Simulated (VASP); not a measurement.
SnRuC2:

```xyz
8
Lattice="2.9641 0.0000 0.0000 -1.4820 2.5670 0.0000 0.0000 0.0000 13.2658" Properties=species:S:1:pos:R:3 pbc="T T T"
Sn    0.0000    0.0000    6.6329
Sn    0.0000    0.0000    0.0000
Ru    0.0000    1.7113    9.9493
Ru    1.4820    0.8557    3.3164
C     0.0000    1.7113    5.4920
C     1.4820    0.8557   12.1249
C     1.4820    0.8557    7.7737
C     0.0000    1.7113    1.1409
```

| Quantity | Value |
| --- | --- |
| Program | VASP 6.6.1 |
| Task | relaxation of cell and atoms |
| Functional | PBE |
| Potentials or basis | VASP PAW PBE potentials, release 64 (Sn_d, Ru_pv, C) |
| Cutoff | 600 eV |
| k mesh | 6 × 6 × 2 |
| Occupations | gaussian, width 0.1 eV |
| Spin | no spin polarisation |

At the start: pressure 23.5 GPa; volume 12.62 Å³/atom.

**Question.** How do energy, volume and symmetry change on relaxing?

**Answer.** Over 20 steps the energy falls by 1541.4 meV/atom and the volume is 12.61 Å³/atom (-0.1 %); space group P6_3/mmc (No. 194, to 0.1 Å) before and after.

The path:
```csv
step,energy change (eV),largest force (eV/Å),pressure (GPa),volume (Å³)
1,0.0000,6.3205,23.50,100.93
2,-4.8149,2.1268,-27.29,129.17
3,-4.8996,2.5570,-22.68,122.42
4,-10.3687,2.4017,-10.58,100.79
5,-10.6066,1.4521,3.11,93.87
6,-10.6788,1.7754,-0.91,95.56
7,-11.6304,0.0828,13.54,91.04
8,-11.6356,0.0723,15.36,90.63
9,-12.2998,0.1047,0.88,98.19
10,-12.3098,0.1575,-0.83,99.40
11,-12.3095,0.1459,-0.59,99.22
12,-12.3134,0.1137,0.25,99.04
13,-12.3146,0.0855,1.08,98.87
14,-12.3165,0.0882,1.15,98.99
15,-12.3214,0.0520,1.24,99.33
16,-12.3227,0.0501,1.39,100.02
17,-12.3275,0.0185,0.05,100.96
18,-12.3277,0.0134,-0.18,101.13
19,-12.3297,0.0212,-0.06,101.05
20,-12.3313,0.0359,0.18,100.88
```

Final structure:
```
CELL_PARAMETERS angstrom
3.18019 0.00000 0.00000
-1.59010 2.75413 0.00000
0.00000 0.00000 11.51754
ATOMIC_POSITIONS crystal
Sn 0.00000 0.00000 0.50000
Sn 0.00000 0.00000 0.00000
Ru 0.33333 0.66667 0.75000
Ru 0.66667 0.33333 0.25000
C 0.33333 0.66667 0.34277
C 0.66667 0.33333 0.84277
C 0.66667 0.33333 0.65723
C 0.33333 0.66667 0.15723
```

Caveat: the k points lie up to 0.38 Å⁻¹ apart in the final cell, too coarse for converged energies and pressures of a metal.
